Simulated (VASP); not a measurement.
# Ni (P6/mmm) in VASP: a series of runs

The runs below take Ni through single point, relaxation of shape and atoms at fixed volume, with PBE.

All numbers are computed with VASP 6.6.1; they aren't measurements. Logs are shortened: lines on timing, memory, paths and dates and some standing lists are left out, and cuts for length are marked.

### Step 1. The cell of the first run

Symmetry: P6/mmm, No. 191, hexagonal system. The conventional cell has a = 2.413 Å, b = 2.413 Å, c = 2.352 Å, α = 90.00°, β = 90.00°, γ = 120.00°. Within 3.1 Å of Ni (site symmetry 6/mmm) lie 8 Ni at 2.35 to 2.41 Å.

This isn't the form of Ni at room conditions, which is fcc.

### Step 2. Single point, PBE, collinear spin, ferromagnetic start

INCAR reads:

```
SYSTEM = Ni
  ALGO = Normal
  EDIFF = 1E-6
  ENCUT = 590
  GGA = PE
  GGA_COMPAT = .FALSE.
  ISIF = 2
  ISMEAR = -1
  ISPIN = 2
  LASPH = .TRUE.
  LCHARG = .FALSE.
  LMAXMIX = 4
  LORBIT = 11
  LREAL = .FALSE.
  LWAVE = .FALSE.
  MAGMOM = 1
  NBANDS = 19
  NELM = 200
  PREC = Accurate
  SIGMA = 0.1
```

KPOINTS reads:

```
k-points
0
G
  18 18 17
  0 0 0
```

POSCAR reads:

```
Ni
1.0
    2.4129102046      0.0000000000      0.0000000000
   -1.2064551023      2.0896415342      0.0000000000
    0.0000000000      0.0000000000      2.3515256274
Ni
1
Direct
    0.0000000000      0.0000000000      0.0000000000
```

Potentials or basis: VASP PAW PBE potentials, release 64 (Ni_sv_GW).

Launch:

```bash
$ cat potpaw_PBE.64/Ni_sv_GW/POTCAR > POTCAR
$ mpirun -np 1 vasp_std > vasp.out
```

OUTCAR:

```text
SYSTEM = Ni
   EDIFF = 1E-6
   ENCUT = 590
   GGA = PE
   ISIF = 2
   ISMEAR = -1
   ISPIN = 2
   LASPH = .TRUE.
   LORBIT = 11
   LREAL = .FALSE.
   NELM = 200
   PREC = Accurate

 ion  position               nearest neighbor table
   1  0.000  0.000  0.000-

  LATTYP: Found a hexagonal cell.
 ALAT       =     2.4129102046
 C/A-ratio  =     0.9745599413

  Lattice vectors:

 A1 = (   2.4129102046,   0.0000000000,   0.0000000000)
 A2 = (  -1.2064551023,   2.0896415342,   0.0000000000)
 A3 = (   0.0000000000,   0.0000000000,   2.3515256274)

Analysis of symmetry for initial positions (statically):
=====================================================================
 Subroutine PRICEL returns:
 Original cell was already a primitive cell.

 Routine SETGRP: Setting up the symmetry group for a
 hexagonal supercell.

 Subroutine GETGRP returns: Found 24 space group operations
 (whereof 24 operations were pure point group operations)
 out of a pool of 24 trial point group operations.

The static configuration has the point symmetry D_6h.

Analysis of symmetry for dynamics (positions and initial velocities):
=====================================================================
 Subroutine PRICEL returns:
 Original cell was already a primitive cell.

 Routine SETGRP: Setting up the symmetry group for a
 hexagonal supercell.

 Subroutine GETGRP returns: Found 24 space group operations
 (whereof 24 operations were pure point group operations)
 out of a pool of 24 trial point group operations.

The dynamic configuration has the point symmetry D_6h.

Analysis of structural, dynamic, and magnetic symmetry:
=====================================================================
 Subroutine PRICEL returns:
 Original cell was already a primitive cell.

 Routine SETGRP: Setting up the symmetry group for a
 hexagonal supercell.

 Subroutine GETGRP returns: Found 24 space group operations
 (whereof 24 operations were pure point group operations)
 out of a pool of 24 trial point group operations.

The overall configuration has the point symmetry D_6h.

 Subroutine INISYM returns: Found 24 space group operations
 (whereof 24 operations are pure point group operations),
 and found     1 'primitive' translations

----------------------------------------------------------------------------------------

                                     Primitive cell

[... 100 lines left out ...]
   NUPDOWN=      -1.0000    fix difference up-down
   EMIN   =  10.00;   EMAX   =-10.00  energy-range for DOS
   EFERMI =   0.00;   METHOD = LEGACY
   ISMEAR =    -1;   SIGMA  =   0.10  broadening in eV -4-tet -1-fermi 0-gaus
   EFERMI_NEDOS =   21; number of points for ismear=-14 and -15
   IALGO  =     38    algorithm
   IMIX   =      4    mixing-type and parameters
     AMIX     =   0.40;   BMIX     =  1.00
     AMIX_MAG =   1.60;   BMIX_MAG =  1.00
  volume/ion in A,a.u.               =      11.86        80.01
  Fermi-wavevector in a.u.,A,eV,Ry     =   1.881531  3.555579 48.166801  3.540160
  Thomas-Fermi vector in A             =   2.924891
   LORBIT       =     11    0 simple, 1 ext, 2 COOP (PROOUT), +10 PAW based schemes
   GGA     = PE    functional components
   LHFCALC =     F    Hartree Fock is set to
   AEXX    =    0.0000 exact exchange contribution
   IVDW    =     0    specifies the selected vdW correction
   LEPSILON=     F    determine dielectric tensor
   LRPA    =     F    only Hartree local field effects (RPA)
 spin polarized calculation
  energy-cutoff  :      590.00
  volume of cell :       11.86
 maximum number of plane-waves:       405
 NGX is ok and might be reduce to    20
   NGX =  9   NGY =  9   NGZ =  9

 number of electron      17.9999997 magnetization       0.4983082

 Free energy of the ion-electron system (eV)
  ---------------------------------------------------
  ext. energy  EPLUGINS =         0.00000000
  ---------------------------------------------------
  free energy    TOTEN  =        -6.03958126 eV

  energy without entropy =       -5.97682443  energy(sigma->0) =       -6.00820284

 E-fermi :   6.7520     XC(G=0): -13.2633

 val. band max:        6.7510837991   @ k =   0.0556   0.0556   0.1765
 cond. band min:       6.7551109702   @ k =   0.2222   0.1111   0.4118
 fundamental gap:      0.0040271711
 Fermi energy:         6.7520266171

 spin component 1

 k-point     1 :       0.0000    0.0000    0.0000
  band No.  band energies     occupation
      1     -96.5986      1.00000
      2     -56.9081      1.00000
      3     -56.9081      1.00000
      4     -56.7868      1.00000
      5      -1.6678      1.00000
      6       3.1302      1.00000
[... 517 lines left out ...]
     18      45.2345      0.00000
     19      47.1315      0.00000

 [... further k-points ...]

 spin component 2

 k-point     1 :       0.0000    0.0000    0.0000
  band No.  band energies     occupation
      1     -95.9584      1.00000
      2     -56.2677      1.00000
      3     -56.2677      1.00000
      4     -56.1905      1.00000
      5      -1.6711      1.00000
      6       3.5808      1.00000
[... 517 lines left out ...]
     18      45.2850      0.00000
     19      47.2414      0.00000

 [... further k-points ...]

------------------------ aborting loop because EDIFF is reached ----------------------------------------

  FORCE on cell =-STRESS in cart. coord.  units (eV):
  Direction    XX          YY          ZZ          XY          YZ          ZX
  --------------------------------------------------------------------------------------
  -------------------------------------------------------------------------------------
  Total       -0.2900486     -0.2900486     -0.2819133      0.0000000     -0.0000000      0.0000000
  in kB      -39.1939156    -39.1939156    -38.0946050      0.0000000     -0.0000000      0.0000000
  external PRESSURE =     -38.8274788 kB  Pullay stress =       0.0000000 kB

 VOLUME and BASIS-vectors are now :
 -----------------------------------------------------------------------------
  energy-cutoff  :      590.00
  volume of cell :       11.86
      direct lattice vectors                 reciprocal lattice vectors
     2.412910205  0.000000000  0.000000000     0.414437304  0.239275489  0.000000000
    -1.206455102  2.089641534  0.000000000     0.000000000  0.478550978  0.000000000
     0.000000000  0.000000000  2.351525627     0.000000000  0.000000000  0.425255837

 POSITION                                       TOTAL-FORCE (eV/Angst)
 -----------------------------------------------------------------------------------
      0.00000      0.00000      0.00000         0.000000      0.000000      0.000000
 -----------------------------------------------------------------------------------
    total drift:                               -0.000000      0.000000      0.000000

  FREE ENERGIE OF THE ION-ELECTRON SYSTEM (eV)
  ---------------------------------------------------
  free  energy   TOTEN  =        -6.0395812605 eV

  energy  without entropy=       -5.9768244257  energy(sigma->0) =       -6.00820284

 total charge

# of ion       s       p       d       f       tot
--------------------------------------------------
    1        2.250   6.262   7.837   0.005  16.353

 magnetization (x)

# of ion       s       p       d       f       tot
--------------------------------------------------
    1       -0.001  -0.005   0.527   0.000   0.521
```

OSZICAR:

```text
N       E                     dE             d eps       ncg     rms          rms(c)
DAV:   1     0.175005716119E+03    0.17501E+03   -0.93907E+03 36569   0.341E+03
DAV:   2    -0.139652759526E+01   -0.17640E+03   -0.16569E+03 39248   0.786E+02
DAV:   3    -0.848260500094E+01   -0.70861E+01   -0.70157E+01 39993   0.199E+02
DAV:   4    -0.858022643152E+01   -0.97621E-01   -0.97595E-01 40076   0.132E+01
DAV:   5    -0.858159506584E+01   -0.13686E-02   -0.13685E-02 36928   0.119E+00    0.143E+01
DAV:   6    -0.777943426974E+01    0.80216E+00   -0.12617E+01 29686   0.300E+02    0.112E+01
DAV:   7    -0.610038925500E+01    0.16790E+01   -0.53732E+00 29735   0.159E+02    0.224E+00
DAV:   8    -0.603889111103E+01    0.61498E-01   -0.78522E-02 43774   0.108E+01    0.309E-01
DAV:   9    -0.603932804346E+01   -0.43693E-03   -0.20660E-03 39475   0.181E+00    0.126E-01
DAV:  10    -0.603948282946E+01   -0.15479E-03   -0.11281E-04 42551   0.581E-01    0.592E-02
DAV:  11    -0.603957764590E+01   -0.94816E-04   -0.12502E-05 38776   0.161E-01    0.192E-02
DAV:  12    -0.603958118354E+01   -0.35376E-05   -0.21232E-06 30236   0.762E-02    0.881E-03
DAV:  13    -0.603958126050E+01   -0.76960E-07   -0.52081E-07 21816   0.356E-02
   1 F= -.60395813E+01 E0= -.60082028E+01  d E =-.627568E-01  mag=     0.4989
```

It took 78 s on 1 thread of Intel Xeon 6975P-C (Granite Rapids), shared host; peak memory 0.27 GiB.

What came out:

```
Free energy                                           : -6.0396 eV
Pressure                                              : -3.9 GPa
Net moment                                            : 0.50 μB per cell
Site moments                                          : Ni +0.52 μB
Valence electrons inside the program's atomic spheres : Ni 16.35
```

Caveat: the cell stands under tension.

### Step 3. Single point, PBE, collinear spin, ferromagnetic start

INCAR reads:

```
ALGO     = Normal         # electronic algorithm
EDIFF    = 1E-6           # SCF threshold, eV
ENCUT    = 590            # plane-wave cutoff, eV
GGA      = PE             # functional
GGA_COMPAT= F            
ISIF     = 2              # what is computed and relaxed
ISMEAR   = -1             # smearing method
ISPIN    = 2              # spin polarisation
LASPH    = T              # aspherical terms in the spheres
LCHARG   = T              # write CHGCAR
LELF     = T              # ELF
LMAXMIX  = 4              # l up to which the mixer works
LORBIT   = 11             # projections on sites
LREAL    = F              # projectors in reciprocal space
LVHAR    = T            
LWAVE    = F              # write WAVECAR
MAGMOM   = 1              # initial moments
NBANDS   = 19             # bands
NELM     = 200            # most SCF steps
PREC     = Accurate       # precision mode
SIGMA    = 0.01           # smearing width, eV
```

KPOINTS reads:

```
k-points
0
Gamma
  18 18 17
```

POSCAR is that of step 2.

Potentials or basis: VASP PAW PBE potentials, release 64 (Ni_sv_GW).

Launch:

```bash
$ cat potpaw_PBE.64/Ni_sv_GW/POTCAR > POTCAR
$ mpirun -np 1 vasp_std > vasp.out
```

It took 92 s on 1 thread of Intel Xeon 6975P-C (Granite Rapids), shared host; peak memory 0.27 GiB.

The run converged. Its results:

| Quantity | Value |
| --- | --- |
| Free energy | -6.0079 eV |
| Pressure | -4.0 GPa |
| Net moment | 0.58 μB per cell |
| Site moments | Ni +0.60 μB |
| Valence electrons inside the program's atomic spheres | Ni 16.35 |

Levels at points of the mesh, in eV from the Fermi level:
Spin up:
| k point | band 5 | band 6 | band 7 | band 8 | band 9 | band 10 | band 11 | band 12 | band 13 | band 14 |
| --- | --- | --- | --- | --- | --- | --- | --- | --- | --- | --- |
| (0.00, 0.00, 0.00) | -8.42 | -3.68 | -2.16 | -2.16 | -0.33 | -0.33 | 18.38 | 23.26 | 23.50 | 26.41 |
| (0.50, 0.00, 0.00) | -4.44 | -3.12 | -1.46 | -0.56 | -0.21 | -0.14 | 5.27 | 17.00 | 22.33 | 25.54 |
Spin down:
```csv
k point,band 5,band 6,band 7,band 8,band 9,band 10,band 11,band 12,band 13,band 14
"(0.00, 0.00, 0.00)",-8.43,-3.13,-1.52,-1.52,0.31,0.31,18.40,23.37,23.39,26.52
"(0.50, 0.00, 0.00)",-4.05,-2.56,-0.87,-0.18,0.07,0.51,5.64,17.04,22.47,25.47
```

Caveat: the cell stands under tension.

### Step 4. Relaxation of shape and atoms at fixed volume, PBE, collinear spin, ferromagnetic start

This run uses another cell than the first one, of 5.93 Å³/atom.

INCAR reads:

```
PREC = Accurate ; ENCUT = 590
EDIFF = 1E-7 ; ISMEAR = -1
SIGMA = 0.1 ; LREAL = False
LASPH = True ; NELM = 200
ALGO = Normal ; ISIF = 4
LWAVE = False ; LCHARG = False
ISPIN = 2 ; MAGMOM = 1
LORBIT = 11 ; LMAXMIX = 4
GGA = PE ; IBRION = 2
NSW = 50 ; EDIFFG = -0.005
GGA_COMPAT = False ; NELMIN = 4
```

KPOINTS reads:

```
Automatic mesh
0
Gamma
  18 18 17
```

POSCAR reads:

```
Ni
1.0
    1.9151280985      0.0000000000      0.0000000000
   -0.9575640493      1.6585495848      0.0000000000
    0.0000000000      0.0000000000      1.8664071273
Ni
1
Direct
    0.0000000000      0.0000000000      0.0000000000
```

Launch:

```bash
$ cat potpaw_PBE.64/Ni_sv_GW/POTCAR > POTCAR
$ mpirun -np 1 vasp_std > vasp.out
```

Run time: 2.8 min. Hardware: 1 thread of Intel Xeon Platinum 8488C (Sapphire Rapids), shared host; peak memory 0.2 GiB.

Results (log left out):

```yaml
Free_energy: -0.3985 eV
Pressure_after_relaxing: 577.8 GPa
Band_gap_on_the_k_mesh: zero (filled and empty bands overlap)
Net_moment: 0.00 μB per cell
Valence_electrons_inside_the_program's_atomic_spheres: Ni 17.62
```

Final structure:
```
Ni
1.0
     1.92960    0.00000    0.00000
    -0.96480    1.67109    0.00000
     0.00000    0.00000    1.83851
Ni
1
Direct
  0.00000 0.00000 0.00000
```

Levels at points of the mesh, in eV from the Fermi level:
Spin up:
| k point | band 5 | band 6 | band 7 | band 8 | band 9 | band 10 | band 11 | band 12 | band 13 | band 14 |
| --- | --- | --- | --- | --- | --- | --- | --- | --- | --- | --- |
| (0.00, 0.00, 0.00) | -13.85 | -8.80 | -4.79 | -4.79 | 0.33 | 0.33 | 28.09 | 28.74 | 37.55 | 40.97 |
| (0.50, 0.00, 0.00) | -10.14 | -6.93 | -2.82 | -1.43 | -0.30 | 0.61 | 11.62 | 25.20 | 34.83 | 35.47 |
Spin down:
```csv
k point,band 5,band 6,band 7,band 8,band 9,band 10,band 11,band 12,band 13,band 14
"(0.00, 0.00, 0.00)",-13.85,-8.80,-4.79,-4.79,0.33,0.33,28.09,28.74,37.55,40.97
"(0.50, 0.00, 0.00)",-10.14,-6.93,-2.82,-1.43,-0.30,0.61,11.62,25.20,34.83,35.47
```

### Step 5. Overview

| task | cell | smearing | gap on the mesh (eV) | pressure (GPa) | moment (μB) |
| --- | --- | --- | --- | --- | --- |
| single point | a = 2.413, b = 2.413, c = 2.352 Å, angles 90.0, 90.0, 120.0°, 1 atom | fermi-dirac 0.1 eV | none | -3.9 | 0.50 |
| single point | a = 2.413, b = 2.413, c = 2.352 Å, angles 90.0, 90.0, 120.0°, 1 atom | fermi-dirac 0.01 eV | none | -4.0 | 0.58 |
| relaxation of shape and atoms at fixed volume | relaxed from a = 1.915, b = 1.915, c = 1.866 Å, angles 90.0, 90.0, 120.0°, 1 atom | fermi-dirac 0.1 eV | none | 577.8 | 0.00 |

Alike in all rows: level PBE; potentials or basis VASP PAW PBE potentials, release 64 (Ni_sv_GW); spin collinear, ferromagnetic start; k mesh 18 × 18 × 17; cutoff (eV) 590.

Caveats: the cell stands under tension (at least some runs).

Total energies depend on the potentials used, so only differences within one code and one set of settings carry meaning.
